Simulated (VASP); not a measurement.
# Mg5Ge (F-43m) in VASP: notebook, part 2 of 2

VASP 6.6.1.

### 5 Single point, LDA

This run uses another cell than the first one, of 24.29 Å³/atom, 1.060 times its volume.

The input, INCAR:

```
  PREC = Accurate
  ENCUT = 520
  EDIFF = 1E-6
  ISMEAR = -1
  SIGMA = 0.05
  LREAL = False
  LASPH = True
  NELM = 80
  ALGO = Normal
  ISIF = 2
  LWAVE = False
  LCHARG = True
  GGA = CA
  LELF = True
  LVHAR = True
  NBANDS = 21
```

The input, KPOINTS:

```
Automatic mesh
0
Gamma
  5 5 5
```

The input, POSCAR:

```
Mg5Ge
1.0
    0.0000000000      4.1771090264      4.1771090264
    4.1771090264      0.0000000000      4.1771090264
    4.1771090264      4.1771090264      0.0000000000
Mg Ge
5 1
Direct
    0.7500000000      0.7500000000      0.7500000000
    0.3748300000      0.8755000000      0.3748300000
    0.3748300000      0.3748300000      0.8755000000
    0.8755000000      0.3748300000      0.3748300000
    0.3748300000      0.3748300000      0.3748300000
    0.0000000000      0.0000000000      0.0000000000
```

Potentials or basis: VASP PAW LDA potentials, release 64 (Mg, Ge_d).

Run with:

```
$ cat potpaw_LDA.64/Mg/POTCAR potpaw_LDA.64/Ge_d/POTCAR > POTCAR
$ mpirun -np 1 vasp_std > vasp.out
```

OUTCAR:

```text
PREC = Accurate
   ENCUT = 520
   EDIFF = 1E-6
   ISMEAR = -1
   LREAL = False
   LASPH = True
   NELM = 80
   ISIF = 2
   GGA = CA

 ion  position               nearest neighbor table
   1  0.750  0.750  0.750-   2 3.46   3 3.46   3 3.46   4 3.46   2 3.46   4 3.46   5 3.46   5 3.46
                             5 3.46   2 3.46   3 3.46   4 3.46
   2  0.375  0.876  0.375-   3 2.95   4 2.95   5 2.95   4 2.96   3 2.96   5 2.96   1 3.46   1 3.46
                             1 3.46
   3  0.375  0.375  0.876-   2 2.95   4 2.95   5 2.95   2 2.96   4 2.96   5 2.96   1 3.46   1 3.46
                             1 3.46
   4  0.876  0.375  0.375-   2 2.95   3 2.95   5 2.95   2 2.96   3 2.96   5 2.96   1 3.46   1 3.46
                             1 3.46
   5  0.375  0.375  0.375-   2 2.95   3 2.95   4 2.95   4 2.96   2 2.96   3 2.96   1 3.46   1 3.46
                             1 3.46
   6  0.000  0.000  0.000-

  LATTYP: Found a face centered cubic cell.
 ALAT       =     8.3542180528

  Lattice vectors:

 A1 = (   0.0000000000,   4.1771090264,   4.1771090264)
 A2 = (   4.1771090264,   0.0000000000,   4.1771090264)
 A3 = (   4.1771090264,   4.1771090264,   0.0000000000)

Analysis of symmetry for initial positions (statically):
=====================================================================
 Subroutine PRICEL returns:
 Original cell was already a primitive cell.

 Routine SETGRP: Setting up the symmetry group for a
 face centered cubic supercell.

 Subroutine GETGRP returns: Found  6 space group operations
 (whereof  6 operations were pure point group operations)
 out of a pool of 48 trial point group operations.

The static configuration has the point symmetry C_3v.

Analysis of symmetry for dynamics (positions and initial velocities):
=====================================================================
 Subroutine PRICEL returns:
 Original cell was already a primitive cell.

 Routine SETGRP: Setting up the symmetry group for a
 face centered cubic supercell.

 Subroutine GETGRP returns: Found  6 space group operations
 (whereof  6 operations were pure point group operations)
 out of a pool of 48 trial point group operations.

The dynamic configuration has the point symmetry C_3v.

 Subroutine INISYM returns: Found  6 space group operations
 (whereof  6 operations are pure point group operations),
 and found     1 'primitive' translations

----------------------------------------------------------------------------------------

                                     Primitive cell

  volume of cell :     145.7664

  direct lattice vectors                    reciprocal lattice vectors
     0.000000000  4.177109026  4.177109026    -0.119700012  0.119700012  0.119700012
     4.177109026  0.000000000  4.177109026     0.119700012 -0.119700012  0.119700012
     4.177109026  4.177109026  0.000000000     0.119700012  0.119700012 -0.119700012

  length of vectors
     5.907324237  5.907324237  5.907324237     0.207326502  0.207326502  0.207326502

  position of ions in fractional coordinates (direct lattice)
     0.750000000  0.750000000  0.750000000
     0.374830000  0.875500000  0.374830000
     0.374830000  0.374830000  0.875500000
     0.875500000  0.374830000  0.374830000
     0.374830000  0.374830000  0.374830000
     0.000000000  0.000000000  0.000000000
[... 38 lines left out ...]
  0.000000  0.000000  0.000000      1.000000
  0.200000  0.000000  0.000000      6.000000
  0.200000  0.200000  0.200000      2.000000
  0.400000  0.000000  0.000000      6.000000
  0.400000  0.400000  0.400000      2.000000
  0.200000  0.200000  0.000000      6.000000
[... 11 lines left out ...]
 -0.400000  0.400000  0.200000     12.000000
  0.400000  0.200000 -0.200000     12.000000
   k-points           NKPTS =     19   k-points in BZ     NKDIM =     19   number of bands    NBANDS=     21
   number of dos      NEDOS =    301   number of ions     NIONS =      6
   total plane-waves  NPLWV = 110592
   dimension x,y,z NGX =    48 NGY =   48 NGZ =   48
   dimension x,y,z NGXF=    96 NGYF=   96 NGZF=   96
   ions per type =               5   1
   NGX,Y,Z   is equivalent  to a cutoff of  13.51, 13.51, 13.51 a.u.
   NGXF,Y,Z  is equivalent  to a cutoff of  27.02, 27.02, 27.02 a.u.
 SYSTEM =  unknown system
   PREC   = accura    normal or accurate (medium, high low for compatibility)
   ISTART =      0    job   : 0-new  1-cont  2-samecut
   ICHARG =      2    charge: 1-file 2-atom 10-const
   ISPIN  =      1    spin polarized calculation?
   LNONCOLLINEAR =      F non collinear calculations
   LSORBIT =      F    spin-orbit coupling
   LASPH  =      T    aspherical Exc in radial PAW
   ENCUT  =  520.0 eV  38.22 Ry    6.18 a.u.  10.98 10.98 10.98*2*pi/ulx,y,z
   NELM   =     80;   NELMIN=  2; NELMDL= -5     # of ELM steps
   EDIFF  = 0.1E-05   stopping-criterion for ELM
   LREAL  =      F    real-space projection
   EDIFFG = 0.1E-04   stopping-criterion for IOM
   NSW    =      0    number of steps for IOM
   IBRION =     -1    ionic relax: 0-MD 1-quasi-New 2-CG
   NFREE  =      0    steps in history (QN), initial steepest desc. (CG)
   ISIF   =      2    stress and relaxation
   ISYM   =      2    0-nonsym 1-usesym 2-fastsym
   POTIM  = 0.5000    time-step for ionic-motion
   TEBEG  =    0.0;   TEEND  =   0.0 temperature during run
   PSTRESS=    0.0 pullay stress
   NELECT =      24.0000    total number of electrons
   NUPDOWN=      -1.0000    fix difference up-down
   EMIN   =  10.00;   EMAX   =-10.00  energy-range for DOS
   EFERMI =   0.00;   METHOD = LEGACY
   ISMEAR =    -1;   SIGMA  =   0.05  broadening in eV -4-tet -1-fermi 0-gaus
   EFERMI_NEDOS =   21; number of points for ismear=-14 and -15
   IALGO  =     38    algorithm
   IMIX   =      4    mixing-type and parameters
     AMIX     =   0.40;   BMIX     =  1.00
     AMIX_MAG =   1.60;   BMIX_MAG =  1.00
  volume/ion in A,a.u.               =      24.29       163.95
  Fermi-wavevector in a.u.,A,eV,Ry     =   0.897276  1.695606 10.954110  0.805104
  Thomas-Fermi vector in A             =   2.019840
   LORBIT       =      0    0 simple, 1 ext, 2 COOP (PROOUT), +10 PAW based schemes
   GGA     = CA    functional components
   LHFCALC =     F    Hartree Fock is set to
   AEXX    =    0.0000 exact exchange contribution
   IVDW    =     0    specifies the selected vdW correction
   LEPSILON=     F    determine dielectric tensor
   LRPA    =     F    only Hartree local field effects (RPA)
 non-spin polarized calculation
  energy-cutoff  :      520.00
  volume of cell :      145.77
 maximum number of plane-waves:      3940
 NGX is ok and might be reduce to    48
   NGX = 21   NGY = 21   NGZ = 21

 number of electron      23.9999988 magnetization

 Free energy of the ion-electron system (eV)
  ---------------------------------------------------
  ext. energy  EPLUGINS =         0.00000000
  ---------------------------------------------------
  free energy    TOTEN  =       -13.43036165 eV

  energy without entropy =      -13.40631177  energy(sigma->0) =      -13.41833671

 E-fermi :   2.4574     XC(G=0):  -8.7859

 val. band max:        2.4248220852   @ k =   0.2000   0.0000   0.0000
 cond. band min:       2.4716768920   @ k =   0.2000   0.2000  -0.4000
 fundamental gap:      0.0468548068
 Fermi energy:         2.4573552456

 k-point     1 :       0.0000    0.0000    0.0000
  band No.  band energies     occupation
      1     -22.1501      2.00000
      2     -22.1501      2.00000
      3     -22.1495      2.00000
      4     -22.1495      2.00000
      5     -22.1495      2.00000
      6      -6.0581      2.00000
[... 445 lines left out ...]
     20       7.1691      0.00000
     21       7.8768      0.00000

------------------------ aborting loop because EDIFF is reached ----------------------------------------

  FORCE on cell =-STRESS in cart. coord.  units (eV):
  Direction    XX          YY          ZZ          XY          YZ          ZX
  --------------------------------------------------------------------------------------
  -------------------------------------------------------------------------------------
  Total       -4.0142564     -4.0142564     -4.0142564     -0.0000180     -0.0000180     -0.0000180
  in kB      -44.1223121    -44.1223121    -44.1223121     -0.0001981     -0.0001981     -0.0001981
  external PRESSURE =     -44.1223121 kB  Pullay stress =       0.0000000 kB

 VOLUME and BASIS-vectors are now :
 -----------------------------------------------------------------------------
  energy-cutoff  :      520.00
  volume of cell :      145.77
      direct lattice vectors                 reciprocal lattice vectors
     0.000000000  4.177109026  4.177109026    -0.119700012  0.119700012  0.119700012
     4.177109026  0.000000000  4.177109026     0.119700012 -0.119700012  0.119700012
     4.177109026  4.177109026  0.000000000     0.119700012  0.119700012 -0.119700012

 POSITION                                       TOTAL-FORCE (eV/Angst)
 -----------------------------------------------------------------------------------
      6.26566      6.26566      6.26566        -0.000015     -0.000015     -0.000015
      5.22276      3.13141      5.22276         0.006314     -0.006313      0.006314
      5.22276      5.22276      3.13141         0.006314      0.006314     -0.006313
      3.13141      5.22276      5.22276        -0.006313      0.006314      0.006314
      3.13141      3.13141      3.13141        -0.006303     -0.006303     -0.006303
      0.00000      0.00000      0.00000         0.000002      0.000002      0.000002
 -----------------------------------------------------------------------------------
    total drift:                                0.000000      0.000000      0.000000

  FREE ENERGIE OF THE ION-ELECTRON SYSTEM (eV)
  ---------------------------------------------------
  free  energy   TOTEN  =       -13.4303616544 eV

  energy  without entropy=      -13.4063117663  energy(sigma->0) =      -13.41833671
```

Run time: 40 s. Hardware: 1 thread of Intel Xeon 6975P-C (Granite Rapids), shared host; peak memory 0.27 GiB.

Results:

| Property | Result |
| --- | --- |
| Free energy | -13.4304 eV |
| Pressure | -4.4 GPa |
| Largest force | 0.011 eV/Å |
| Band gap on the k mesh | zero (band 12 reaches 3.34 eV, above the bottom of band 13 at 1.78 eV) |

Forces in eV/Å, atoms in the order of the input:
```
Mg   0.000  0.000  0.000
Mg   0.006 -0.006  0.006
Mg   0.006  0.006 -0.006
Mg  -0.006  0.006  0.006
Mg  -0.006 -0.006 -0.006
Ge   0.000  0.000  0.000
```

### 6 The runs side by side

| cell | gap on the mesh (eV) | pressure (GPa) | largest force (eV/Å) |
| --- | --- | --- | --- |
| a = 5.794 Å, angles 60.0°, 6 atoms | none | -2.7 | 0.01 |
| a = 5.832 Å, angles 60.0°, 6 atoms | none | -3.4 | 0.01 |
| a = 5.870 Å, angles 60.0°, 6 atoms | none | -3.9 | 0.01 |
| a = 5.907 Å, angles 60.0°, 6 atoms | none | -4.4 | 0.01 |

Alike in all rows: task single point; level LDA; potentials or basis VASP PAW LDA potentials, release 64 (Mg, Ge_d); no spin polarisation; k mesh 5 × 5 × 5; cutoff (eV) 520; smearing fermi-dirac 0.05 eV.

Absolute energies hang on the potentials; compare differences alone.
